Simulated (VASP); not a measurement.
# BaW2 (Pnnm) in VASP: single point with PBE

Aim: the single point of BaW2 with PBE.

Program: VASP 6.6.1. These are calculated values, not measurements. Logs are shortened: lines on timing, memory, paths and dates and some standing lists are left out, and cuts for length are marked.

### Step 1. The cell of the first run

It takes space group Pnnm (No. 58, orthorhombic). Conventional cell: a = 4.415 Å, b = 6.768 Å, c = 6.449 Å, α = 90.00°, β = 90.00°, γ = 90.00°. Ba (site symmetry 2/m) has 8 W at 3.18 to 3.94 Å within 4.2 Å. W (site symmetry m) has 2 W at 2.34 to 2.36 Å and 1 Ba at 3.18 Å within 3.2 Å.

### Step 2. Single point, PBE

INCAR

```
PREC = Accurate ; ENCUT = 520
EDIFF = 1E-6 ; ISMEAR = 0
SIGMA = 0.1 ; LREAL = False
LASPH = True ; NELM = 100
ALGO = Fast ; ISIF = 2
LWAVE = False ; LCHARG = True
GGA = PE ; LELF = True
LVHAR = True ; NBANDS = 47
```

KPOINTS

```
regular mesh
0
Gamma
  4 4 4
```

POSCAR

```
BaW2
1.0
    4.4146714305      0.0000000000      0.0000000000
    0.0000000000      6.7675594117      0.0000000000
    0.0000000000      0.0000000000      6.4485621121
Ba W
2 4
Direct
    0.5000000000      0.5000000000      0.5000000000
    0.0000000000      0.0000000000      0.0000000000
    0.2508235251      0.9406228727      0.5000000000
    0.7508235251      0.5593771273      0.0000000000
    0.7491764749      0.0593771273      0.5000000000
    0.2491764749      0.4406228727      0.0000000000
```

Potentials or basis: VASP PAW PBE potentials, release 64 (Ba_sv, W_sv).

Started as:

```bash
$ cat potpaw_PBE.64/Ba_sv/POTCAR potpaw_PBE.64/W_sv/POTCAR > POTCAR
$ mpirun -np 1 vasp_std > vasp.out
```

OUTCAR:

```text
PREC = Accurate
   ENCUT = 520
   EDIFF = 1E-6
   ISMEAR = 0
   LREAL = False
   LASPH = True
   NELM = 100
   ISIF = 2
   GGA = PE

 ion  position               nearest neighbor table
   1  0.500  0.500  0.500-   3 3.18   5 3.18   4 3.43   6 3.43   4 3.43   6 3.43   5 3.94   3 3.94

   2  0.000  0.000  0.000-   4 3.18   6 3.18   5 3.43   3 3.43   3 3.43   5 3.43   4 3.94   6 3.94

   3  0.251  0.941  0.500-   5 2.34   5 2.36   1 3.18   2 3.43   2 3.43   1 3.94
   4  0.751  0.559  0.000-   6 2.34   6 2.36   2 3.18   1 3.43   1 3.43   2 3.94
   5  0.749  0.059  0.500-   3 2.34   3 2.36   1 3.18   2 3.43   2 3.43   1 3.94
   6  0.249  0.441  0.000-   4 2.34   4 2.36   2 3.18   1 3.43   1 3.43   2 3.94

  LATTYP: Found a simple orthorhombic cell.
 ALAT       =     4.4146714305
 B/A-ratio  =     1.4607116778
 C/A-ratio  =     1.5329701243

  Lattice vectors:

 A1 = (  -4.4146714305,   0.0000000000,   0.0000000000)
 A2 = (   0.0000000000,   0.0000000000,   6.4485621121)
 A3 = (   0.0000000000,   6.7675594117,   0.0000000000)

Analysis of symmetry for initial positions (statically):
=====================================================================
 Subroutine PRICEL returns:
 Original cell was already a primitive cell.

 Routine SETGRP: Setting up the symmetry group for a
 simple orthorhombic supercell.

 Subroutine GETGRP returns: Found  8 space group operations
 (whereof  4 operations were pure point group operations)
 out of a pool of  8 trial point group operations.

The static configuration has the point symmetry C_2h.
 The point group associated with its full space group is D_2h.

Analysis of symmetry for dynamics (positions and initial velocities):
=====================================================================
 Subroutine PRICEL returns:
 Original cell was already a primitive cell.

 Routine SETGRP: Setting up the symmetry group for a
 simple orthorhombic supercell.

 Subroutine GETGRP returns: Found  8 space group operations
 (whereof  4 operations were pure point group operations)
 out of a pool of  8 trial point group operations.

The dynamic configuration has the point symmetry C_2h.
 The point group associated with its full space group is D_2h.

 Subroutine INISYM returns: Found  8 space group operations
 (whereof  4 operations are pure point group operations),
 and found     1 'primitive' translations

[... 97 lines left out ...]
   LNONCOLLINEAR =      F non collinear calculations
   LSORBIT =      F    spin-orbit coupling
   LASPH  =      T    aspherical Exc in radial PAW
   ENCUT  =  520.0 eV  38.22 Ry    6.18 a.u.   8.21 12.58 11.99*2*pi/ulx,y,z
   NELM   =    100;   NELMIN=  2; NELMDL= -5     # of ELM steps
   EDIFF  = 0.1E-05   stopping-criterion for ELM
   LREAL  =      F    real-space projection
[... 7 lines left out ...]
   TEBEG  =    0.0;   TEEND  =   0.0 temperature during run
   PSTRESS=    0.0 pullay stress
   NELECT =      76.0000    total number of electrons
   NUPDOWN=      -1.0000    fix difference up-down
   EMIN   =  10.00;   EMAX   =-10.00  energy-range for DOS
   EFERMI =   0.00;   METHOD = LEGACY
   ISMEAR =     0;   SIGMA  =   0.10  broadening in eV -4-tet -1-fermi 0-gaus
   EFERMI_NEDOS =   21; number of points for ismear=-14 and -15
   IALGO  =     68    algorithm
   IMIX   =      4    mixing-type and parameters
     AMIX     =   0.40;   BMIX     =  1.00
     AMIX_MAG =   1.60;   BMIX_MAG =  1.00
  volume/ion in A,a.u.               =      32.11       216.69
  Fermi-wavevector in a.u.,A,eV,Ry     =   1.200646  2.268892 19.613484  1.441550
  Thomas-Fermi vector in A             =   2.336476
   LORBIT       =      0    0 simple, 1 ext, 2 COOP (PROOUT), +10 PAW based schemes
   GGA     = PE    functional components
   LHFCALC =     F    Hartree Fock is set to
   AEXX    =    0.0000 exact exchange contribution
   IVDW    =     0    specifies the selected vdW correction
   LEPSILON=     F    determine dielectric tensor
   LRPA    =     F    only Hartree local field effects (RPA)
 non-spin polarized calculation
 RMM-DIIS sequential band-by-band and
 Gauss-broadening in eV      SIGMA  =   0.10
  energy-cutoff  :      520.00
  volume of cell :      192.66
 maximum number of plane-waves:      5220
 NGX is ok and might be reduce to    36
   NGX = 17   NGY = 25   NGZ = 23

 number of electron      76.0000002 magnetization

 Free energy of the ion-electron system (eV)
  ---------------------------------------------------
  ext. energy  EPLUGINS =         0.00000000
  ---------------------------------------------------
  free energy    TOTEN  =       -41.76893332 eV

  energy without entropy =      -41.72538483  energy(sigma->0) =      -41.74715907

 E-fermi :   3.7965     XC(G=0):  -9.6244

 val. band max:        3.7898309146   @ k =   0.5000   0.0000   0.2500
 cond. band min:       3.8268429255   @ k =   0.5000   0.0000   0.5000
 fundamental gap:      0.0370120109
 Fermi energy:         3.7965452392

 k-point     1 :       0.0000    0.0000    0.0000
  band No.  band energies     occupation
      1     -69.9919      2.00000
      2     -69.9919      2.00000
      3     -69.6490      2.00000
      4     -69.6490      2.00000
      5     -35.4301      2.00000
      6     -35.4294      2.00000
[... 1189 lines left out ...]
     46       6.0776      0.00000
     47       6.5921      0.00000

 [... further k-points ...]

------------------------ aborting loop because EDIFF is reached ----------------------------------------

  FORCE on cell =-STRESS in cart. coord.  units (eV):
  Direction    XX          YY          ZZ          XY          YZ          ZX
  --------------------------------------------------------------------------------------
  -------------------------------------------------------------------------------------
  Total        1.3607043      0.9698767      1.0392377     -0.0000000      0.0000000      0.0000000
  in kB       11.3156888      8.0655455      8.6423552     -0.0000000      0.0000000      0.0000000
  external PRESSURE =       9.3411965 kB  Pullay stress =       0.0000000 kB

 VOLUME and BASIS-vectors are now :
 -----------------------------------------------------------------------------
  energy-cutoff  :      520.00
  volume of cell :      192.66
      direct lattice vectors                 reciprocal lattice vectors
     4.414671431  0.000000000  0.000000000     0.226517424  0.000000000  0.000000000
     0.000000000  6.767559412  0.000000000     0.000000000  0.147763756  0.000000000
     0.000000000  0.000000000  6.448562112     0.000000000  0.000000000  0.155073330

 POSITION                                       TOTAL-FORCE (eV/Angst)
 -----------------------------------------------------------------------------------
      2.20734      3.38378      3.22428         0.000000     -0.000000      0.000000
      0.00000      0.00000      0.00000         0.000000     -0.000000      0.000000
      1.10730      6.36572      3.22428        -0.025817     -0.059371      0.000000
      3.31464      3.78562      0.00000        -0.025817      0.059371      0.000000
      3.30737      0.40184      3.22428         0.025817      0.059371      0.000000
      1.10003      2.98194      0.00000         0.025817     -0.059371      0.000000
 -----------------------------------------------------------------------------------
    total drift:                                0.000000     -0.000000      0.000000

  FREE ENERGIE OF THE ION-ELECTRON SYSTEM (eV)
  ---------------------------------------------------
  free  energy   TOTEN  =       -41.7689333216 eV

  energy  without entropy=      -41.7253848267  energy(sigma->0) =      -41.74715907
```

OSZICAR:

```text
N       E                     dE             d eps       ncg     rms          rms(c)
DAV:   1     0.893021037183E+03    0.89302E+03   -0.43067E+04  2778   0.160E+03
[... 32 lines left out ...]
RMM:  34    -0.417689272859E+02   -0.16086E-05   -0.17528E-05   694   0.375E-03    0.412E-03
RMM:  35    -0.417689287917E+02   -0.15058E-05   -0.16562E-05   678   0.356E-03    0.424E-03
RMM:  36    -0.417689300278E+02   -0.12361E-05   -0.13757E-05   725   0.340E-03    0.432E-03
RMM:  37    -0.417689310553E+02   -0.10275E-05   -0.12929E-05  1246   0.366E-03    0.383E-03
RMM:  38    -0.417689319112E+02   -0.85590E-06   -0.10655E-05  1191   0.338E-03    0.344E-03
RMM:  39    -0.417689327572E+02   -0.84596E-06   -0.10100E-05   986   0.311E-03    0.318E-03
RMM:  40    -0.417689333216E+02   -0.56441E-06   -0.84723E-06  1384   0.363E-03
   1 F= -.41768933E+02 E0= -.41747159E+02  d E =-.435485E-01
```

Wall time 13 min (1 thread of Intel Xeon 8259CL, shared host); peak memory 0.4 GiB.

What came out:

| Item | Value |
| --- | --- |
| Free energy | -41.7689 eV |
| Pressure | 0.9 GPa |
| Largest force | 0.065 eV/Å |
| Band gap on the k mesh | zero (bands 38 and 39 overlap by 0.40 eV) |

Forces in eV/Å, atoms in the order of the input:
```
Ba   0.000  0.000  0.000
Ba   0.000  0.000  0.000
W   -0.026 -0.059  0.000
W   -0.026  0.059  0.000
W    0.026  0.059  0.000
W    0.026 -0.059  0.000
```

Stress tensor (GPa, compression positive):
```
1.13 0.00 0.00
0.00 0.81 0.00
0.00 0.00 0.86
```

Caveat: spin-orbit coupling is left out, which moves the levels of the heavy elements.
